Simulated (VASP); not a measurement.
# Sr2Li3Mo (P-3m1) in VASP: notebook, part 2 of 2

VASP 6.6.1. Earlier steps stand in the parts before.

**3. Relaxation of cell and atoms, PBE**

This run uses another cell than the first one, of 21.76 Å³/atom.

INCAR reads:

```
  PREC = Accurate
  ENCUT = 600
  EDIFF = 1E-6
  ISMEAR = 0
  SIGMA = 0.1
  LREAL = False
  LASPH = True
  NELM = 100
  ALGO = Fast
  ISIF = 3
  LWAVE = False
  LCHARG = False
  GGA = PE
  IBRION = 2
  NSW = 90
  EDIFFG = -0.04
```

KPOINTS reads:

```
Automatic mesh
0
Gamma
  6 6 2
```

POSCAR reads:

```
Sr2Li3Mo
1.0
    4.2685693900      0.0000000000      0.0000000000
   -2.1342847000      3.6966895300      0.0000000000
    0.0000000000      0.0000000000      8.2721548100
Li Sr Mo
3 2 1
Direct
    0.0000000000      0.0000000000      0.2343983500
    0.0000000000      0.0000000000      0.7656016500
    0.0000000000      0.0000000000      0.0000000000
    0.3333333300      0.6666666700      0.6438865100
    0.6666666700      0.3333333300      0.3561134900
    0.0000000000      0.0000000000      0.5000000000
```

Potentials or basis: VASP PAW PBE potentials, release 64 (Li_sv, Sr_sv, Mo_sv).

Launch:

```sh
> cat potpaw_PBE.64/Li_sv/POTCAR potpaw_PBE.64/Sr_sv/POTCAR potpaw_PBE.64/Mo_sv/POTCAR > POTCAR
> mpirun -np 1 vasp_std > vasp.out
```

OUTCAR:

```text
PREC = Accurate
   ENCUT = 600
   EDIFF = 1E-6
   ISMEAR = 0
   LREAL = False
   LASPH = True
   NELM = 100
   ISIF = 3
   GGA = PE
   IBRION = 2
   NSW = 90
   EDIFFG = -0.04

 ion  position               nearest neighbor table
   1  0.000  0.000  0.234-   3 1.94   6 2.20   5 2.66   5 2.66   5 2.66
   2  0.000  0.000  0.766-   3 1.94   6 2.20   4 2.66   4 2.66   4 2.66
   3  0.000  0.000  0.000-   1 1.94   2 1.94   4 3.84   5 3.84   5 3.84   4 3.84   5 3.84   4 3.84

   4  0.333  0.667  0.644-   2 2.66   2 2.66   2 2.66   6 2.74   6 2.74   6 2.74   5 3.43   5 3.43
                             5 3.43   3 3.84   3 3.84   3 3.84
   5  0.667  0.333  0.356-   1 2.66   1 2.66   1 2.66   6 2.74   6 2.74   6 2.74   4 3.43   4 3.43
                             4 3.43   3 3.84   3 3.84   3 3.84
   6  0.000  0.000  0.500-   1 2.20   2 2.20   4 2.74   5 2.74   5 2.74   4 2.74   5 2.74   4 2.74

  LATTYP: Found a hexagonal cell.
 ALAT       =     4.2685693900
 C/A-ratio  =     1.9379220657

  Lattice vectors:

 A1 = (   4.2685693900,   0.0000000000,   0.0000000000)
 A2 = (  -2.1342847000,   3.6966895300,   0.0000000000)
 A3 = (   0.0000000000,   0.0000000000,   8.2721548100)

Analysis of symmetry for initial positions (statically):
=====================================================================
 Subroutine PRICEL returns:
 Original cell was already a primitive cell.

 Routine SETGRP: Setting up the symmetry group for a
 hexagonal supercell.

 Subroutine GETGRP returns: Found 12 space group operations
 (whereof 12 operations were pure point group operations)
 out of a pool of 24 trial point group operations.

The static configuration has the point symmetry D_3d.

Analysis of symmetry for dynamics (positions and initial velocities):
=====================================================================
 Subroutine PRICEL returns:
 Original cell was already a primitive cell.

 Routine SETGRP: Setting up the symmetry group for a
 hexagonal supercell.

 Subroutine GETGRP returns: Found 12 space group operations
 (whereof 12 operations were pure point group operations)
[... 138 lines left out ...]
   NGX = 17   NGY = 17   NGZ = 33

--------------------------------------- Ionic step        1  -------------------------------------------

 number of electron      42.9999992 magnetization

 Free energy of the ion-electron system (eV)
  ---------------------------------------------------
  ext. energy  EPLUGINS =         0.00000000
  ---------------------------------------------------
  free energy    TOTEN  =        -8.90565148 eV

  energy without entropy =       -8.87889044  energy(sigma->0) =       -8.89227096

 E-fermi :   3.3365     XC(G=0):  -8.8001

 val. band max:        3.3305350740   @ k =   0.5000   0.0000   0.5000
 cond. band min:       3.3463866042   @ k =   0.5000   0.0000   0.0000
 fundamental gap:      0.0158515301
 Fermi energy:         3.3365318507

 k-point     1 :       0.0000    0.0000    0.0000
  band No.  band energies     occupation
      1     -55.8004      2.00000
      2     -45.2525      2.00000
      3     -44.1562      2.00000
      4     -44.1293      2.00000
      5     -31.4082      2.00000
      6     -31.3925      2.00000
[... 494 lines left out ...]
  FREE ENERGIE OF THE ION-ELECTRON SYSTEM (eV)
  ---------------------------------------------------
  free  energy   TOTEN  =       -12.9679725817 eV

  energy  without entropy=      -12.8942250660  energy(sigma->0) =      -12.93109882

[... ionic steps 4 to 11 ...]

--------------------------------------- Ionic step       12  -------------------------------------------

 number of electron      42.9999983 magnetization

------------------------ aborting loop EDIFF was not reached (unconverged)  ----------------------------
[... 75 lines left out ...]
--------------------------------------- Ionic step       14  -------------------------------------------

 number of electron      42.9999967 magnetization

 Free energy of the ion-electron system (eV)
  ---------------------------------------------------
  ext. energy  EPLUGINS =         0.00000000
  ---------------------------------------------------
  free energy    TOTEN  =       -13.24527700 eV

  energy without entropy =      -13.16076016  energy(sigma->0) =      -13.20301858

 E-fermi :   0.7300     XC(G=0):  -6.9054

 val. band max:        0.7071952547   @ k =   0.3333   0.1667   0.5000
 cond. band min:       0.7328432550   @ k =   0.5000   0.0000   0.5000
 fundamental gap:      0.0256480004
 Fermi energy:         0.7299634232

 k-point     1 :       0.0000    0.0000    0.0000
  band No.  band energies     occupation
      1     -59.0160      2.00000
      2     -47.5205      2.00000
      3     -46.3363      2.00000
      4     -46.3359      2.00000
      5     -34.4500      2.00000
      6     -34.4351      2.00000
[... 381 lines left out ...]
     24       1.4602      0.00000
     25       1.8107      0.00000

------------------------ aborting loop because EDIFF is reached ----------------------------------------

  FORCE on cell =-STRESS in cart. coord.  units (eV):
  Direction    XX          YY          ZZ          XY          YZ          ZX
  --------------------------------------------------------------------------------------
  -------------------------------------------------------------------------------------
  Total       -0.1287871     -0.1287871      0.1475168      0.0000000     -0.0000000      0.0000000
  in kB       -0.8967862     -0.8967862      1.0272069      0.0000000     -0.0000000      0.0000000
  external PRESSURE =      -0.2554552 kB  Pullay stress =       0.0000000 kB
[... 21 lines left out ...]
  FREE ENERGIE OF THE ION-ELECTRON SYSTEM (eV)
  ---------------------------------------------------
  free  energy   TOTEN  =       -13.2452769985 eV

  energy  without entropy=      -13.1607601583  energy(sigma->0) =      -13.20301858

 reached required accuracy - stopping structural energy minimisation
```

OSZICAR:

```text
N       E                     dE             d eps       ncg     rms          rms(c)
DAV:   1     0.431197363783E+03    0.43120E+03   -0.23235E+04   708   0.184E+03
DAV:   2     0.244372911167E+02   -0.40676E+03   -0.40217E+03   818   0.478E+02
DAV:   3    -0.112597150221E+02   -0.35697E+02   -0.35093E+02  1397   0.973E+01
DAV:   4    -0.139111174866E+02   -0.26514E+01   -0.25966E+01  1103   0.286E+01
[... 639 lines left out ...]
RMM:  99    -0.131514713915E+02   -0.56632E-04   -0.65602E-04   519   0.423E-02    0.458E-02
RMM: 100    -0.131515248851E+02   -0.53494E-04   -0.59606E-04   549   0.405E-02
   7 F= -.13151525E+02 E0= -.13115819E+02  d E =-.156271E+00
       N       E                     dE             d eps       ncg     rms          rms(c)
DAV:   1    -0.132187895174E+02   -0.67318E-01   -0.78985E+00   710   0.196E+01    0.212E+00
RMM:   2    -0.1363625978
```

CONTCAR:

```text
Sr2Li3Mo
   1.00000000000000
     4.9803723136525804   -0.0000000009668335   -0.0000000000000002
    -2.4901861634973637    4.3131289450770067    0.0000000000000002
    -0.0000000000000003    0.0000000000000000   10.7112421300574052
  Li              Sr              Mo
     3     2     1
Direct
     0.0000000000000000    0.0000000000000000    0.2539501426990367
     0.0000000000000000    0.0000000000000000    0.7460498573009635
     0.0000000000000000    0.0000000000000000    0.0000000000000000
     0.3333333300000021    0.6666666699999979    0.6271504024014172
     0.6666666699999979    0.3333333300000021    0.3728495975985830
     0.0000000000000000    0.0000000000000000    0.5000000000000000

  0.00000000E+00  0.00000000E+00  0.00000000E+00
  0.00000000E+00  0.00000000E+00  0.00000000E+00
  0.00000000E+00  0.00000000E+00  0.00000000E+00
  0.00000000E+00  0.00000000E+00  0.00000000E+00
  0.00000000E+00  0.00000000E+00  0.00000000E+00
  0.00000000E+00  0.00000000E+00  0.00000000E+00
```

Wall time 42 min (1 thread of Intel Xeon 6975P-C (Granite Rapids), shared host); peak memory 0.38 GiB.

What came out:

| Quantity | Value |
| --- | --- |
| Free energy | -13.2453 eV |
| Relaxed volume | 38.35 Å³/atom |
| Relaxed cell | a = 4.980 Å, b = 4.980 Å, c = 10.711 Å, α = 90.00°, β = 90.00°, γ = 120.00° |
| Space group after relaxing (to 0.1 Å) | P-3m1 (No. 164) |
| Energy gained by relaxing | 723.3 meV/atom |
| Ionic steps | 14 |
| Pressure after relaxing | 0.0 GPa |
| Largest force after relaxing | 0.022 eV/Å |
| Band gap on the k mesh | zero (an odd number of electrons rules out a gap without spin polarisation) |

Forces in eV/Å, atoms in the order of the input:
```
Li   0.000  0.000 -0.022
Li   0.000  0.000  0.022
Li   0.000  0.000  0.000
Sr   0.000  0.000 -0.006
Sr   0.000  0.000  0.006
Mo   0.000  0.000  0.000
```

Step by step:
```tsv
step	energy change (eV)	largest force (eV/Å)	pressure (GPa)	volume (Å³)
1	0.0000	0.9103	18.34	130.53
2	-3.6715	0.5058	3.81	183.22
3	-4.0623	0.6592	-0.75	220.93
4	-4.0881	0.6470	0.34	213.58
5	-4.0896	0.6465	-0.03	215.79
6	-4.1519	0.4964	-0.04	216.75
7	-4.2459	0.3242	-0.28	219.40
8	-4.2513	0.3194	-0.30	220.00
9	-4.2811	0.2353	0.27	216.29
10	-4.2890	0.0841	0.78	213.29
11	-4.3084	0.0567	0.78	216.22
12	-4.3288	0.0861	0.48	225.06
13	-4.3396	0.0163	-0.17	230.95
14	-4.3396	0.0223	-0.03	230.09
```

Final structure:
```
CELL_PARAMETERS angstrom
4.98037 0.00000 0.00000
-2.49019 4.31313 0.00000
0.00000 0.00000 10.71124
ATOMIC_POSITIONS crystal
Li 0.00000 0.00000 0.25395
Li 0.00000 0.00000 0.74605
Li 0.00000 0.00000 0.00000
Sr 0.33333 0.66667 0.62715
Sr 0.66667 0.33333 0.37285
Mo 0.00000 0.00000 0.50000
```

Caveat: the k points lie up to 0.29 Å⁻¹ apart in the final cell, too coarse for converged energies and pressures of a metal; the cutoff is under 1.25 times the usual one of these potentials, so pressure, stress and relaxed cells hold a basis-set (Pulay) error; the volume moved by over 15 % at a fixed basis, so the end points are rough.
